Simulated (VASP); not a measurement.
# MgS (I4mm) in VASP: further runs

MgS is run at these levels: PBE; tasks: single point.

Program: VASP 6.6.1. These are calculated values, not measurements. Logs are shortened: lines on timing, memory, paths and dates and some standing lists are left out, and cuts for length are marked.

**1. The cell of the first run**

Symmetry: I4mm, No. 107, tetragonal system. The conventional cell has a = 3.679 Å, b = 3.679 Å, c = 5.203 Å, α = 90.00°, β = 90.00°, γ = 90.00°. Within 3.3 Å of Mg (site symmetry 4mm) lie 6 S at 2.53 to 2.68 Å. Within 3.3 Å of S (site symmetry 4mm) lie 6 Mg at 2.53 to 2.68 Å.

**2. Single point, PBE**

Input file INCAR:

```
SYSTEM = MgS
PREC = Accurate
ENCUT = 520
EDIFF = 1E-6
ISMEAR = 0
SIGMA = 0.05
LREAL = .False.
LASPH = .True.
NELM = 100
ALGO = Normal
ISIF = 2
LWAVE = .False.
LCHARG = .False.
GGA = PE
NBANDS = 11
```

Input file KPOINTS:

```
Automatic mesh
0
Gamma
  8 8 8
  0 0 0
```

Input file POSCAR:

```
MgS
1.0
    0.0000000000      2.6016500000      2.6016500000
    2.6016500000      0.0000000000      2.6016500000
    2.6016500000      2.6016500000      0.0000000000
Mg S
1 1
Direct
    0.0000000000      0.0000000000      0.0000000000
    0.4855860704      0.4855860704      0.5144139296
```

Potentials or basis: VASP PAW PBE potentials, release 64 (Mg, S).

Run with:

```sh
$ cat potpaw_PBE.64/Mg/POTCAR potpaw_PBE.64/S/POTCAR > POTCAR
$ mpirun -np 1 vasp_std > vasp.out
```

OUTCAR:

```text
SYSTEM = MgS
   PREC = Accurate
   ENCUT = 520
   EDIFF = 1E-6
   ISMEAR = 0
   LREAL = .False.
   LASPH = .True.
   NELM = 100
   ISIF = 2
   GGA = PE

 ion  position               nearest neighbor table
   1  0.000  0.000  0.000-   2 2.53   2 2.60   2 2.60   2 2.60   2 2.60   2 2.68
   2  0.486  0.486  0.514-   1 2.53   1 2.60   1 2.60   1 2.60   1 2.60   1 2.68

  LATTYP: Found a face centered cubic cell.
 ALAT       =     5.2033000000

  Lattice vectors:

 A1 = (   0.0000000000,   2.6016500000,   2.6016500000)
 A2 = (   2.6016500000,   0.0000000000,   2.6016500000)
 A3 = (   2.6016500000,   2.6016500000,   0.0000000000)

Analysis of symmetry for initial positions (statically):
=====================================================================
 Subroutine PRICEL returns:
 Original cell was already a primitive cell.

 Routine SETGRP: Setting up the symmetry group for a
 face centered cubic supercell.

 Subroutine GETGRP returns: Found  8 space group operations
 (whereof  8 operations were pure point group operations)
 out of a pool of 48 trial point group operations.

The static configuration has the point symmetry C_4v.

Analysis of symmetry for dynamics (positions and initial velocities):
=====================================================================
 Subroutine PRICEL returns:
 Original cell was already a primitive cell.

 Routine SETGRP: Setting up the symmetry group for a
 face centered cubic supercell.

 Subroutine GETGRP returns: Found  8 space group operations
 (whereof  8 operations were pure point group operations)
 out of a pool of 48 trial point group operations.

The dynamic configuration has the point symmetry C_4v.

 Subroutine INISYM returns: Found  8 space group operations
 (whereof  8 operations are pure point group operations),
 and found     1 'primitive' translations

----------------------------------------------------------------------------------------

                                     Primitive cell

  volume of cell :      35.2190

  direct lattice vectors                    reciprocal lattice vectors
     0.000000000  2.601650000  2.601650000    -0.192185728  0.192185728  0.192185728
     2.601650000  0.000000000  2.601650000     0.192185728 -0.192185728  0.192185728
     2.601650000  2.601650000  0.000000000     0.192185728  0.192185728 -0.192185728

  length of vectors
     3.679288715  3.679288715  3.679288715     0.332875446  0.332875446  0.332875446

  position of ions in fractional coordinates (direct lattice)
     0.000000000  0.000000000  0.000000000
     0.485586070  0.485586070  0.514413930

  ion indices of the primitive-cell ions
   primitive index   ion index
                 1           1
                 2           2

----------------------------------------------------------------------------------------

 KPOINTS: Automatic mesh

Automatic generation of k-mesh.
 Grid dimensions read from file:
 generate k-points for:    8    8    8

 Generating k-lattice:

  Cartesian coordinates                     Fractional coordinates (reciprocal lattice)
    -0.024023216  0.024023216  0.024023216     0.125000000  0.000000000  0.000000000
     0.024023216 -0.024023216  0.024023216     0.000000000  0.125000000  0.000000000
     0.024023216  0.024023216 -0.024023216     0.000000000  0.000000000  0.125000000

  Length of vectors
     0.041609431  0.041609431  0.041609431

  Shift w.r.t. Gamma in fractional coordinates (k-lattice)
     0.000000000  0.000000000  0.000000000

 Subroutine IBZKPT returns following result:
 ===========================================

 Found     59 irreducible k-points:

 Following reciprocal coordinates:
            Coordinates               Weight
  0.000000  0.000000  0.000000      1.000000
  0.125000  0.000000  0.000000      8.000000
  0.250000  0.000000  0.000000      8.000000
  0.375000  0.000000  0.000000      8.000000
  0.500000  0.000000  0.000000      4.000000
  0.125000  0.125000  0.000000      2.000000
[... 16 lines left out ...]
  0.000000  0.375000  0.250000     16.000000
  0.500000  0.250000  0.000000      8.000000
 [... further k-points ...]
   k-points           NKPTS =     59   k-points in BZ     NKDIM =     59   number of bands    NBANDS=     11
   number of dos      NEDOS =    301   number of ions     NIONS =      2
   total plane-waves  NPLWV =  21952
   dimension x,y,z NGX =    28 NGY =   28 NGZ =   28
   dimension x,y,z NGXF=    56 NGYF=   56 NGZF=   56
   ions per type =               1   1
   NGX,Y,Z   is equivalent  to a cutoff of  12.65, 12.65, 12.65 a.u.
   NGXF,Y,Z  is equivalent  to a cutoff of  25.30, 25.30, 25.30 a.u.
 SYSTEM =  MgS
   PREC   = accura    normal or accurate (medium, high low for compatibility)
   ISTART =      0    job   : 0-new  1-cont  2-samecut
   ICHARG =      2    charge: 1-file 2-atom 10-const
   ISPIN  =      1    spin polarized calculation?
   LNONCOLLINEAR =      F non collinear calculations
   LSORBIT =      F    spin-orbit coupling
   LASPH  =      T    aspherical Exc in radial PAW
   ENCUT  =  520.0 eV  38.22 Ry    6.18 a.u.   6.84  6.84  6.84*2*pi/ulx,y,z
   NELM   =    100;   NELMIN=  2; NELMDL= -5     # of ELM steps
   EDIFF  = 0.1E-05   stopping-criterion for ELM
   LREAL  =      F    real-space projection
   EDIFFG = 0.1E-04   stopping-criterion for IOM
   NSW    =      0    number of steps for IOM
   IBRION =     -1    ionic relax: 0-MD 1-quasi-New 2-CG
   NFREE  =      0    steps in history (QN), initial steepest desc. (CG)
   ISIF   =      2    stress and relaxation
   ISYM   =      2    0-nonsym 1-usesym 2-fastsym
   POTIM  = 0.5000    time-step for ionic-motion
   TEBEG  =    0.0;   TEEND  =   0.0 temperature during run
   PSTRESS=    0.0 pullay stress
   NELECT =       8.0000    total number of electrons
   NUPDOWN=      -1.0000    fix difference up-down
   EMIN   =  10.00;   EMAX   =-10.00  energy-range for DOS
   EFERMI =   0.00;   METHOD = LEGACY
   ISMEAR =     0;   SIGMA  =   0.05  broadening in eV -4-tet -1-fermi 0-gaus
   EFERMI_NEDOS =   21; number of points for ismear=-14 and -15
   IALGO  =     38    algorithm
   IMIX   =      4    mixing-type and parameters
     AMIX     =   0.40;   BMIX     =  1.00
     AMIX_MAG =   1.60;   BMIX_MAG =  1.00
  volume/ion in A,a.u.               =      17.61       118.83
  Fermi-wavevector in a.u.,A,eV,Ry     =   0.998878  1.887606 13.575323  0.997758
  Thomas-Fermi vector in A             =   2.131131
   LORBIT       =      0    0 simple, 1 ext, 2 COOP (PROOUT), +10 PAW based schemes
   GGA     = PE    functional components
   LHFCALC =     F    Hartree Fock is set to
   AEXX    =    0.0000 exact exchange contribution
   IVDW    =     0    specifies the selected vdW correction
   LEPSILON=     F    determine dielectric tensor
   LRPA    =     F    only Hartree local field effects (RPA)
 non-spin polarized calculation
 Gauss-broadening in eV      SIGMA  =   0.05
  energy-cutoff  :      520.00
  volume of cell :       35.22
 maximum number of plane-waves:       960
   NGX = 13   NGY = 13   NGZ = 13

 number of electron       8.0000000 magnetization

 Free energy of the ion-electron system (eV)
  ---------------------------------------------------
  ext. energy  EPLUGINS =         0.00000000
  ---------------------------------------------------
  free energy    TOTEN  =        -8.49389087 eV

  energy without entropy =       -8.49389087  energy(sigma->0) =       -8.49389087

 E-fermi :   3.9984     XC(G=0):  -9.6868

 val. band max:        3.7242963631   @ k =   0.0000   0.0000   0.0000
 cond. band min:       6.5010569929   @ k =   0.0000   0.5000   0.5000
 fundamental gap:      2.7767606298
 Fermi energy:         3.9983788471

 k-point     1 :       0.0000    0.0000    0.0000
  band No.  band energies     occupation
      1      -8.9434      2.00000
      2       3.7148      2.00000
      3       3.7243      2.00000
      4       3.7243      2.00000
      5       7.4331      0.00000
      6      11.6766      0.00000
      7      11.6766      0.00000
      8      11.6861      0.00000
      9      14.0783      0.00000
     10      14.0936      0.00000
     11      16.2518      0.00000

 k-point     2 :       0.1250    0.0000    0.0000
  band No.  band energies     occupation
      1      -8.7925      2.00000
      2       2.6747      2.00000
      3       3.6179      2.00000
      4       3.6235      2.00000
      5       8.2341      0.00000
      6      11.3571      0.00000
      7      11.9242      0.00000
      8      11.9326      0.00000
      9      13.4425      0.00000
     10      13.4590      0.00000
     11      16.4188      0.00000

 k-point     3 :       0.2500    0.0000    0.0000
  band No.  band energies     occupation
      1      -8.3843      2.00000
      2       0.9175      2.00000
      3       3.3983      2.00000
      4       3.4038      2.00000
      5       8.6837      0.00000
      6      11.5457      0.00000
      7      11.5484      0.00000
      8      12.0243      0.00000
      9      14.0138      0.00000
     10      14.0297      0.00000
     11      15.6136      0.00000

 k-point     4 :       0.3750    0.0000    0.0000
  band No.  band energies     occupation
      1      -7.8864      2.00000
      2      -0.5249      2.00000
      3       3.2048      2.00000
      4       3.2102      2.00000
      5       8.4114      0.00000
      6      10.8802      0.00000
      7      10.8871      0.00000
      8      13.4773      0.00000
      9      15.3126      0.00000
     10      15.9683      0.00000
     11      15.9887      0.00000
[... 239 lines left out ...]
 k-point    22 :       0.3750    0.2500    0.0000
  band No.  band energies     occupation
      1      -7.8258      2.00000
      2       0.3260      2.00000
      3       2.2505      2.00000
      4       2.5275      2.00000
      5       8.2019      0.00000
      6       9.4130      0.00000
      7      12.3447      0.00000
      8      13.5607      0.00000
      9      15.4100      0.00000
     10      16.7337      0.00000
     11      19.2871      0.00000

 k-point    23 :       0.0000    0.3750    0.2500
  band No.  band energies     occupation
      1      -7.8259      2.00000
      2       0.3281      2.00000
      3       2.2496      2.00000
      4       2.5252      2.00000
      5       8.2036      0.00000
      6       9.4074      0.00000
      7      12.3420      0.00000
      8      13.5645      0.00000
      9      15.4103      0.00000
     10      16.7410      0.00000
     11      19.2804      0.00000

 k-point    24 :       0.5000    0.2500    0.0000
  band No.  band energies     occupation
      1      -7.4745      2.00000
      2      -0.3150      2.00000
      3       1.5195      2.00000
      4       2.5220      2.00000
      5       8.1326      0.00000
      6      10.4720      0.00000
      7      12.5340      0.00000
      8      12.7057      0.00000
      9      16.3724      0.00000
     10      18.2833      0.00000
     11      19.2938      0.00000

 [... further k-points ...]
[... 5 lines left out ...]
  --------------------------------------------------------------------------------------
  -------------------------------------------------------------------------------------
  Total        0.1791345      0.1791345      0.3333601      0.0000000     -0.0000000      0.0000000
  in kB        8.1491684      8.1491684     15.1651814      0.0000000     -0.0000000      0.0000000
  external PRESSURE =      10.4878394 kB  Pullay stress =       0.0000000 kB

 VOLUME and BASIS-vectors are now :
 -----------------------------------------------------------------------------
  energy-cutoff  :      520.00
  volume of cell :       35.22
      direct lattice vectors                 reciprocal lattice vectors
     0.000000000  2.601650000  2.601650000    -0.192185728  0.192185728  0.192185728
     2.601650000  0.000000000  2.601650000     0.192185728 -0.192185728  0.192185728
     2.601650000  2.601650000  0.000000000     0.192185728  0.192185728 -0.192185728

 POSITION                                       TOTAL-FORCE (eV/Angst)
 -----------------------------------------------------------------------------------
      0.00000      0.00000      0.00000         0.000000      0.000000     -0.216687
      2.60165      2.60165      2.52665         0.000000      0.000000      0.216687
 -----------------------------------------------------------------------------------
    total drift:                                0.000000      0.000000     -0.000118

  FREE ENERGIE OF THE ION-ELECTRON SYSTEM (eV)
  ---------------------------------------------------
  free  energy   TOTEN  =        -8.4938908709 eV

  energy  without entropy=       -8.4938908709  energy(sigma->0) =       -8.49389087
```

It took 8.8 s on 1 thread of Intel Xeon 6975P-C (Granite Rapids), shared host; peak memory 0.16 GiB.

What came out:

```yaml
Free_energy: -8.4939 eV
Pressure: 1.0 GPa
Largest_force: 0.217 eV/Å
Band_gap_on_the_k_mesh: 2.78 eV, indirect (least direct gap 3.71 eV)
```

Forces in eV/Å, atoms in the order of the input:
```
Mg   0.000  0.000 -0.217
S    0.000  0.000  0.217
```

Caveat: the cell differs from its parent crystal (all S atoms moved +0.075 Å, as atom 2 towards its neighbour atom 1 (Mg) at 2.602 Å).

**3. Single point, PBE**

Input file INCAR:

```
SYSTEM = MgS
  PREC = Accurate
  ENCUT = 520
  EDIFF = 1E-6
  ISMEAR = 0
  SIGMA = 0.05
  LREAL = .False.
  LASPH = .True.
  NELM = 80
  ALGO = Normal
  ISIF = 2
  LWAVE = .False.
  LCHARG = .False.
  GGA = PE
  NBANDS = 11
```

Input file KPOINTS:

```
regular mesh
0
Gamma
  8 8 8
  0 0 0
```

POSCAR: that of step 2 with these lines changed.

```diff
@@ -9,2 +9,2 @@
     0.0000000000      0.0000000000      0.0000000000
-    0.4855860704      0.4855860704      0.5144139296
+    0.4951953568      0.4951953568      0.5048046432
```

Potentials or basis: VASP PAW PBE potentials, release 64 (Mg, S).

Run with:

```sh
$ cat potpaw_PBE.64/Mg/POTCAR potpaw_PBE.64/S/POTCAR > POTCAR
$ mpirun -np 1 vasp_std > vasp.out
```

OUTCAR:

```text
SYSTEM = MgS
   PREC = Accurate
   ENCUT = 520
   EDIFF = 1E-6
   ISMEAR = 0
   LREAL = .False.
   LASPH = .True.
   NELM = 80
   ISIF = 2
   GGA = PE

 ion  position               nearest neighbor table
   1  0.000  0.000  0.000-   2 2.58   2 2.60   2 2.60   2 2.60   2 2.60   2 2.63
   2  0.495  0.495  0.505-   1 2.58   1 2.60   1 2.60   1 2.60   1 2.60   1 2.63

  LATTYP: Found a face centered cubic cell.
 ALAT       =     5.2033000000

  Lattice vectors:

 A1 = (   0.0000000000,   2.6016500000,   2.6016500000)
 A2 = (   2.6016500000,   0.0000000000,   2.6016500000)
 A3 = (   2.6016500000,   2.6016500000,   0.0000000000)

Analysis of symmetry for initial positions (statically):
=====================================================================
 Subroutine PRICEL returns:
 Original cell was already a primitive cell.

 Routine SETGRP: Setting up the symmetry group for a
 face centered cubic supercell.

 Subroutine GETGRP returns: Found  8 space group operations
 (whereof  8 operations were pure point group operations)
 out of a pool of 48 trial point group operations.

The static configuration has the point symmetry C_4v.

Analysis of symmetry for dynamics (positions and initial velocities):
=====================================================================
 Subroutine PRICEL returns:
 Original cell was already a primitive cell.

 Routine SETGRP: Setting up the symmetry group for a
 face centered cubic supercell.

 Subroutine GETGRP returns: Found  8 space group operations
 (whereof  8 operations were pure point group operations)
 out of a pool of 48 trial point group operations.

The dynamic configuration has the point symmetry C_4v.

 Subroutine INISYM returns: Found  8 space group operations
 (whereof  8 operations are pure point group operations),
 and found     1 'primitive' translations

----------------------------------------------------------------------------------------

[... 114 lines left out ...]
  Fermi-wavevector in a.u.,A,eV,Ry     =   0.998878  1.887606 13.575323  0.997758
  Thomas-Fermi vector in A             =   2.131131
   LORBIT       =      0    0 simple, 1 ext, 2 COOP (PROOUT), +10 PAW based schemes
   GGA     = PE    functional components
   LHFCALC =     F    Hartree Fock is set to
   AEXX    =    0.0000 exact exchange contribution
   IVDW    =     0    specifies the selected vdW correction
   LEPSILON=     F    determine dielectric tensor
   LRPA    =     F    only Hartree local field effects (RPA)
 non-spin polarized calculation
 Gauss-broadening in eV      SIGMA  =   0.05
  energy-cutoff  :      520.00
  volume of cell :       35.22
 maximum number of plane-waves:       960
   NGX = 13   NGY = 13   NGZ = 13

 number of electron       8.0000000 magnetization

 Free energy of the ion-electron system (eV)
  ---------------------------------------------------
  ext. energy  EPLUGINS =         0.00000000
  ---------------------------------------------------
  free energy    TOTEN  =        -8.50100500 eV

  energy without entropy =       -8.50100500  energy(sigma->0) =       -8.50100500

 E-fermi :   4.0021     XC(G=0):  -9.6881

 val. band max:        3.7250912439   @ k =   0.0000   0.0000   0.0000
 cond. band min:       6.5006963958   @ k =   0.0000   0.5000   0.5000
 fundamental gap:      2.7756051519
 Fermi energy:         4.0020999951

 k-point     1 :       0.0000    0.0000    0.0000
  band No.  band energies     occupation
      1      -8.9418      2.00000
      2       3.7240      2.00000
      3       3.7251      2.00000
      4       3.7251      2.00000
      5       7.4351      0.00000
      6      11.6795      0.00000
      7      11.6795      0.00000
      8      11.6805      0.00000
      9      14.0754      0.00000
     10      14.0771      0.00000
     11      16.2621      0.00000
[... 309 lines left out ...]
 k-point    24 :       0.5000    0.2500    0.0000
  band No.  band energies     occupation
      1      -7.4720      2.00000
      2      -0.3142      2.00000
      3       1.5210      2.00000
      4       2.5221      2.00000
      5       8.1321      0.00000
      6      10.4712      0.00000
      7      12.5376      0.00000
      8      12.7033      0.00000
      9      16.3715      0.00000
     10      18.2991      0.00000
     11      19.3064      0.00000

 [... further k-points ...]
[... 5 lines left out ...]
  --------------------------------------------------------------------------------------
  -------------------------------------------------------------------------------------
  Total        0.1880469      0.1880469      0.2051034      0.0000000      0.0000000      0.0000000
  in kB        8.5546066      8.5546066      9.3305430      0.0000000      0.0000000      0.0000000
  external PRESSURE =       8.8132520 kB  Pullay stress =       0.0000000 kB

 VOLUME and BASIS-vectors are now :
 -----------------------------------------------------------------------------
  energy-cutoff  :      520.00
  volume of cell :       35.22
      direct lattice vectors                 reciprocal lattice vectors
     0.000000000  2.601650000  2.601650000    -0.192185728  0.192185728  0.192185728
     2.601650000  0.000000000  2.601650000     0.192185728 -0.192185728  0.192185728
     2.601650000  2.601650000  0.000000000     0.192185728  0.192185728 -0.192185728

 POSITION                                       TOTAL-FORCE (eV/Angst)
 -----------------------------------------------------------------------------------
      0.00000      0.00000      0.00000         0.000000      0.000000     -0.070048
      2.60165      2.60165      2.57665         0.000000      0.000000      0.070048
 -----------------------------------------------------------------------------------
    total drift:                               -0.000000     -0.000000     -0.000101

  FREE ENERGIE OF THE ION-ELECTRON SYSTEM (eV)
  ---------------------------------------------------
  free  energy   TOTEN  =        -8.5010050035 eV

  energy  without entropy=       -8.5010050035  energy(sigma->0) =       -8.50100500
```

Wall time 8.7 s (1 thread of Intel Xeon 6975P-C (Granite Rapids), shared host); peak memory 0.17 GiB.

What came out:

| Item | Value |
| --- | --- |
| Free energy | -8.5010 eV |
| Pressure | 0.9 GPa |
| Largest force | 0.070 eV/Å |
| Band gap on the k mesh | 2.78 eV, indirect (least direct gap 3.71 eV) |

Forces on the atoms (eV/Å):
```
Mg   0.000  0.000 -0.070
S    0.000  0.000  0.070
```

Caveat: the cell differs from its parent crystal (all S atoms moved +0.025 Å, as atom 2 towards its neighbour atom 1 (Mg) at 2.602 Å). A k mesh can miss the band edges.
